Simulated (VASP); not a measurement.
A run of VASP 6.6.1 is set up as follows.

Contents of POSCAR:

```
CdSe
1.0
    4.4199770572      0.0000000000      0.0000000000
   -2.2099885286      3.8278124157      0.0000000000
    0.0000000000      0.0000000000      7.2018614715
Cd Se
2 2
Direct
    0.6666666667      0.3333333333      0.5047517509
    0.3333333333      0.6666666667      0.0047517509
    0.6666666667      0.3333333333      0.8802482491
    0.3333333333      0.6666666667      0.3802482491
```

Contents of INCAR.step1:

```
PREC = Accurate
ENCUT = 520
EDIFF = 1E-5
ISMEAR = -1
SIGMA = 0.05
LREAL = F
LASPH = T
NELM = 60
ALGO = Normal
ISIF = 2
LWAVE = T
LCHARG = F
NBANDS = 26
GGA = PE
LUSENCCL = F
```

Contents of INCAR.step2:

```
PREC = Accurate
ENCUT = 520
EDIFF = 1E-6
ISMEAR = -1
SIGMA = 0.05
LREAL = F
LASPH = T
NELM = 60
ALGO = Normal
ISIF = 2
LWAVE = F
LCHARG = F
GGA = B5
LHFCALC = T
AEXX = 0.2
AGGAX = 0.72
AGGAC = 0.81
ALDAC = 0.19
PRECFOCK = Normal
NBANDS = 26
ISTART = 1
LUSENCCL = F
```

KPOINTS

```
regular mesh
0
Gamma
  4 4 2
```

Potentials or basis: VASP PAW PBE potentials, release 64 (Cd, Se).

Launch:

```bash
$ cat potpaw_PBE.64/Cd/POTCAR potpaw_PBE.64/Se/POTCAR > POTCAR
$ cp INCAR.step1 INCAR
$ mpirun -np 1 vasp_std > vasp.out
$ cp INCAR.step2 INCAR
$ mpirun -np 1 vasp_std > vasp.out
```

Question: Predict the pressure.

Answer: 0.1 GPa.

Question: Predict the band gap on the k mesh.

Answer: 1.69 eV.

Caveat: the k points lie up to 0.44 Å⁻¹ apart; the PAW data sets were made with another functional, which shifts forces and pressure a little.
